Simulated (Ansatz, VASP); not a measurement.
**Ti2CdOs2 in VASP and in Ansatz**

```
Ti Cd Os
1.0
     4.05130    0.00000    0.00000
     0.00000    4.05130    0.00000
     0.00000    0.00000    5.49547
Ti Cd Os
2 1 2
Cartesian
  0.0000 2.0257 2.7477
  2.0257 0.0000 2.7477
  0.0000 0.0000 0.0000
  2.0257 2.0257 1.3189
  2.0257 2.0257 4.1766
```

Change from the starting cell: species swapped into the CeMg2Si2 type (P4/mmm, No. 123).

Alike in both runs: task single point; functional PBE; k mesh 4 × 4 × 4; occupations gaussian, width 0.1 eV; no spin polarisation.

```csv
,VASP,Ansatz
version,VASP 6.6.1,Ansatz 0.2.0
potentials or method,"VASP PAW PBE potentials, release 64 (Ti_sv, Cd, Os), cutoff 520 eV","scalar-relativistic, plane waves, PAW"
valence electrons in the cell,52,76
```

|  | VASP | Ansatz | Ansatz less VASP |
| --- | --- | --- | --- |
| gap on the k mesh at the Fermi level (eV) | none | none | - |
| pressure (GPa) | 7.5 | 7.1 | -0.32 |
| traceless stress, the component that is largest in VASP (GPa) | -4.10 | -4.26 | -0.154 |
| rms of the force components (eV/Å) | 0.933 | 0.924 | -0.0093 |

Atom by atom the forces differ by 0.009 eV/Å (rms over components). A gap of «none» marks a metal or a gap that the smearing closes. VASP's potentials hold 52 valence electrons a cell and Ansatz's 76, so a difference there can come from the potentials and not from the codes.

The k mesh is coarse, so the values compare programs but aren't converged. Neither program's run includes spin-orbit coupling.
